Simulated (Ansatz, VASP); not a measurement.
**Two plane-wave programs on K2PtO2**

```
CELL_PARAMETERS angstrom
3.61844 0.00000 0.00000
-1.80922 3.13366 0.00000
0.00000 0.00000 9.43168
ATOMIC_POSITIONS crystal
K 0.33333 0.66667 0.73929
K 0.66667 0.33333 0.26071
Pt 0.00000 0.00000 0.00000
O 0.33333 0.66667 0.08402
O 0.66667 0.33333 0.91598
```

Alike in both runs: functional PBE; k mesh 12 × 12 × 4; occupations gaussian, width 0.1 eV; no spin polarisation.

Ansatz relaxed the structure, and its values are those at the end. VASP's run is a single point on that final structure, the one shown.

|  | VASP | Ansatz |
| --- | --- | --- |
| version | VASP 6.6.1 | Ansatz 0.2.0 |
| potentials or method | VASP PAW PBE potentials, release 64 (K_sv, Pt, O), cutoff 520 eV | scalar-relativistic, plane waves, PAW |
| valence electrons in the cell | 40 | 48 |

```csv
,VASP,Ansatz,Ansatz less VASP
gap on the k mesh at the Fermi level (eV),none,none,-
pressure (GPa),0.1,0.0,-0.07
rms of the force components (eV/Å),0.009,0.001,-0.0086
```

A gap of «none» marks a metal or a gap that the smearing closes. VASP's potentials hold 40 valence electrons a cell and Ansatz's 48, so a difference there can come from the potentials and not from the codes.

Spin-orbit coupling is off throughout.
